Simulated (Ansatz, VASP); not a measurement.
**BeS2 in VASP and in Ansatz**

```xyz
6
Lattice="4.6852 0.0000 0.0000 0.0000 4.6852 0.0000 0.0000 0.0000 4.6852" Properties=species:S:1:pos:R:3 pbc="T T T"
Be    0.0000    0.0000    0.0000
Be    2.3426    2.3426    2.3426
S     1.1713    1.1713    1.1713
S     1.1713    3.5139    3.5139
S     3.5139    3.5139    1.1713
S     3.5139    1.1713    3.5139
```

Change from the starting cell: species swapped into the Au2S type (Pn-3m, No. 224).

Alike in both runs: functional PBE; k mesh 8 × 8 × 8; occupations gaussian, width 0.1 eV; no spin polarisation.

Ansatz relaxed the structure, and its values are those at the end. VASP's run is a single point on that final structure, the one shown.

|  | VASP | Ansatz |
| --- | --- | --- |
| version | VASP 6.6.1 | Ansatz 0.2.0 |
| potentials or method | VASP PAW PBE potentials, release 64 (Be, S), cutoff 520 eV | scalar-relativistic, plane waves, PAW |
| valence electrons in the cell | 28 | 28 |

```tsv
	VASP	Ansatz	Ansatz less VASP
gap on the k mesh at the Fermi level (eV)	none	none	-
pressure (GPa)	0.0	0.0	+0.03
```

A gap of «none» marks a metal or a gap that the smearing closes.
